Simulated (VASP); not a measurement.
Here is a VASP 6.6.1 calculation.

Contents of POSCAR:

```
Cd
1.0
    3.2747487987      0.0000000000      0.0000000000
   -1.6373743993      2.8360156507      0.0000000000
    0.0000000000      0.0000000000     10.4234439893
Cd
4
Direct
    1.0000000000      0.0000000000      0.0000000000
    1.0000000000      1.0000000000      0.5000000000
    0.3333333333      0.6666666667      0.2500000000
    0.6666666667      0.3333333333      0.7500000000
```

Contents of INCAR.step1:

```
PREC = Accurate
ENCUT = 520
ISMEAR = -1
SIGMA = 0.1
LREAL = F
LASPH = T
NELM = 80
NBANDS = 32
GGA = PE
ALGO = Normal
EDIFF = 1E-4
LWAVE = T
LCHARG = F
```

The input INCAR.step2:

```
PREC = Accurate
ENCUT = 520
EDIFF = 1E-6
ISMEAR = -1
SIGMA = 0.1
LREAL = F
LASPH = T
NELM = 80
ALGO = Normal
ISIF = 2
LWAVE = F
LCHARG = F
METAGGA = R2SCAN
LMIXTAU = T
NBANDS = 32
ISTART = 1
```

The input KPOINTS:

```
Automatic mesh
0
Gamma
  13 13 4
```

Potentials or basis: VASP PAW PBE potentials, release 64 (Cd).

The run is started by

```sh
$ cat potpaw_PBE.64/Cd/POTCAR > POTCAR
$ cp INCAR.step1 INCAR
$ mpirun -np 1 vasp_std > vasp.out
$ cp INCAR.step2 INCAR
$ mpirun -np 1 vasp_std > vasp.out
```

(1) Predict the band gap on the k mesh.

(2) Predict the pressure.

Results:

(1) zero (bands 24 and 25 overlap by 2.71 eV).

(2) -4.0 GPa.

Caveat: the cell stands under tension; the PAW data sets were made with another functional, which shifts forces and pressure a little.
